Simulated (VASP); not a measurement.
Set up this calculation in VASP 6.6.1, as the native input.

```
Task                   : single point
Functional             : PBEsol
Potentials or basis    : VASP PAW PBE potentials, release 64 (Ca_sv, S)
Cutoff                 : 500 eV
k mesh                 : 8 × 8 × 8
Occupations            : gaussian, width 0.05 eV
Spin                   : no spin polarisation
Dipole correction      : no
Further INCAR settings : ALGO = Normal; EDIFF = 1e-06; NBANDS = 15
```

The structure of CaS lies in POSCAR:

```
CaS
1.0
    0.0000000000      2.7008500000      2.7008500000
    2.7008500000      0.0000000000      2.7008500000
    2.7008500000      2.7008500000      0.0000000000
Ca S
1 1
Direct
    0.0000000000      0.0000000000      0.0000000000
    0.5000000000      0.5000000000      0.5000000000
```

This cell differs from its parent crystal: strain -0.050 along x and y, -0.050 along z.

The input as run:

INCAR

```
SYSTEM = CaS
PREC = Accurate
ENCUT = 500
EDIFF = 1E-6
ISMEAR = 0
SIGMA = 0.05
LREAL = .False.
LASPH = .True.
NELM = 120
ALGO = Normal
ISIF = 2
LWAVE = .False.
LCHARG = .False.
GGA = PS
NBANDS = 15
GGA_COMPAT = .False.
```

KPOINTS

```
regular mesh
0
Gamma
  8 8 8
  0 0 0
```

Potentials or basis: VASP PAW PBE potentials, release 64 (Ca_sv, S).

Run with:

```sh
$ cat potpaw_PBE.64/Ca_sv/POTCAR potpaw_PBE.64/S/POTCAR > POTCAR
$ mpirun -np 1 vasp_std > vasp.out
```

Results of the run:

```
Pressure               : 10.4 GPa
Band gap on the k mesh : 1.77 eV, indirect (least direct gap 2.69 eV)
```

Caveat: the cell differs from its parent crystal (strain -0.050 along x and y, -0.050 along z); the PAW data sets were made with another functional, which shifts forces and pressure a little.

Wall time 9.8 s on 1 thread of Intel(R) Xeon(R) Platinum 8488C (Sapphire Rapids) (shared host), peak memory 0.16 GiB.
